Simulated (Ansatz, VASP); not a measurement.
Two plane-wave programs on Be

```
Be
1.0
     3.56783    0.00000    0.00000
    -1.78392    3.08983    0.00000
     0.00000    0.00000    2.20564
Be
3
Cartesian
  3.5678 0.0000 0.0000
  0.0000 2.0599 1.1028
  1.7839 1.0299 1.1028
```

Alike in both runs: functional BLYP; k mesh 10 × 10 × 14; occupations fermi-dirac, width 0.1 eV; no spin polarisation.

Ansatz relaxed the structure, and its values are those at the end. VASP's run is a single point on that final structure, the one shown.

|  | VASP | Ansatz |
| --- | --- | --- |
| version | VASP 6.6.1 | Ansatz 0.2.0 |
| potentials or method | VASP PAW PBE potentials, release 64 (Be), cutoff 520 eV | plane waves (420 eV) with PAW, scalar-relativistic |
| valence electrons in the cell | 6 | 6 |

Ansatz gave:

| Item | Value |
| --- | --- |
| pressure (GPa) | 0.0 |

Q: What did VASP give for the same quantities?

A: Pressure (GPa): 0.1.

VASP's potentials were made for PBE, not for BLYP.
